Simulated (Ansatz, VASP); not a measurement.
## C in VASP and in Ansatz

```xyz
2
Lattice="0.0000 1.7834 1.7834 1.7834 0.0000 1.7834 1.7834 1.7834 0.0000" Properties=species:S:1:pos:R:3 pbc="T T T"
C     1.8734    1.7834    1.7834
C     2.6751    2.6751    2.6751
```

Change from the starting cell: one atom moved.

Alike in both runs: task single point; functional PBE; k mesh 12 × 12 × 12; occupations gaussian, width 0.02 eV; no spin polarisation.

```csv
,VASP,Ansatz
version,VASP 6.6.1,Ansatz 0.2.0
potentials or method,"VASP PAW PBE potentials, release 64 (C), cutoff 520 eV","scalar-relativistic, plane waves, PAW"
valence electrons in the cell,8,8
```

|  | VASP | Ansatz | Ansatz less VASP |
| --- | --- | --- | --- |
| gap on the k mesh at the Fermi level (eV) | 2.62 | 2.62 | +0.005 |
| least direct gap on the mesh (eV) | 3.04 | 3.04 | -0.001 |
| pressure (GPa) | 5.2 | 4.6 | -0.66 |
| traceless stress, the component that is largest in VASP (GPa) | 4.07 | 3.73 | -0.338 |
| rms of the force components (eV/Å) | 1.900 | 1.891 | -0.0090 |

Atom by atom the forces differ by 0.009 eV/Å (rms over components). The functional is the same, so the differences come from potentials, cutoffs and numerics.
